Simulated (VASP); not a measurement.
Input of a VASP 6.6.1 run:

File INCAR:

```
  ALGO = Normal
  EDIFF = 1E-6
  EDIFFG = -0.01
  ENCUT = 600
  GGA = PE
  IBRION = 2
  ISIF = 3
  ISMEAR = 0
  LASPH = True
  LCHARG = False
  LREAL = False
  LWAVE = False
  NELM = 60
  NSW = 100
  PREC = Accurate
  SIGMA = 0.02
```

The input KPOINTS:

```
k-points
0
Gamma
  4 4 4
```

POSCAR

```
MgCd3Te4
1.0
    6.5806440502      0.0000000000      0.0000000000
    0.0000000000      6.5806440502      0.0000000000
    0.0000000000      0.0000000000      6.5806440502
Mg Cd Te
1 3 4
Direct
    0.0000000000      0.0000000000      0.0000000000
    0.0000000000      0.5000000000      0.5000000000
    0.5000000000      0.0000000000      0.5000000000
    0.5000000000      0.5000000000      0.0000000000
    0.7526435937      0.7526435937      0.2473564063
    0.7526435937      0.2473564063      0.7526435937
    0.2473564063      0.7526435937      0.7526435937
    0.2473564063      0.2473564063      0.2473564063
```

Potentials or basis: VASP PAW PBE potentials, release 64 (Mg, Cd, Te).

Launch:

```console
$ cat potpaw_PBE.64/Mg/POTCAR potpaw_PBE.64/Cd/POTCAR potpaw_PBE.64/Te/POTCAR > POTCAR
$ mpirun -np 1 vasp_std > vasp.out
```

Problem. Predict the relaxed cell.

Solution. a = 6.593 Å, b = 6.593 Å, c = 6.593 Å, α = 90.00°, β = 90.00°, γ = 90.00°.

Problem. Predict the space group after relaxing (to 0.1 Å).

Solution. P-43m (No. 215).

Final structure:
```cif
data_structure
_symmetry_space_group_name_H-M 'P 1'
_symmetry_Int_Tables_number 1
_cell_length_a 6.5930
_cell_length_b 6.5930
_cell_length_c 6.5930
_cell_angle_alpha 90.000
_cell_angle_beta 90.000
_cell_angle_gamma 90.000
_cell_volume 286.59
loop_
_atom_site_label
_atom_site_type_symbol
_atom_site_fract_x
_atom_site_fract_y
_atom_site_fract_z
_atom_site_occupancy
Mg1 Mg 0.00000 0.00000 0.00000 1
Cd1 Cd 0.00000 0.50000 0.50000 1
Cd2 Cd 0.50000 0.00000 0.50000 1
Cd3 Cd 0.50000 0.50000 0.00000 1
Te1 Te 0.75299 0.75299 0.24701 1
Te2 Te 0.75299 0.24701 0.75299 1
Te3 Te 0.24701 0.75299 0.75299 1
Te4 Te 0.24701 0.24701 0.24701 1
```
